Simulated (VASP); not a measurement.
Au, 2 atoms in the cell. Symmetry: P6_3/mmc, No. 194, hexagonal system. Conventional cell: a = 2.819 Å, b = 2.819 Å, c = 4.949 Å, α = 90.00°, β = 90.00°, γ = 120.00°. Within 3.7 Å of Au (site symmetry -6m2) lie 12 Au at 2.82 to 2.96 Å.  This cell differs from its parent crystal: ratio of the length along z to the lengths across it x 1.05, volume and fractional coordinates fixed.

| Item | Value |
| --- | --- |
| Program | VASP 6.6.1 |
| Task | single point |
| Functional | PBEsol |
| Potentials or basis | VASP PAW PBE potentials, release 64 (Au) |
| Cutoff | 520 eV |
| k mesh | 24 × 24 × 14 |
| Occupations | gaussian, width 0.15 eV |
| Spin | no spin polarisation |
| Dipole correction | no |
| Further INCAR settings | ALGO = Fast; EDIFF = 1e-07; NBANDS = 18 |

Potentials or basis: VASP PAW PBE potentials, release 64 (Au).

Launch:

```bash
$ cat potpaw_PBE.64/Au/POTCAR > POTCAR
$ mpirun -np 1 vasp_std > vasp.out
```

Hardware: 1 thread of AMD EPYC 7R13, on a shared host.

Problem. Estimate the wall time of this run.

Solution. It took 2.9 min on 1 thread of AMD EPYC 7R13 (shared host), peak memory 0.36 GiB. Counts: scf iterations 15, k points 488.
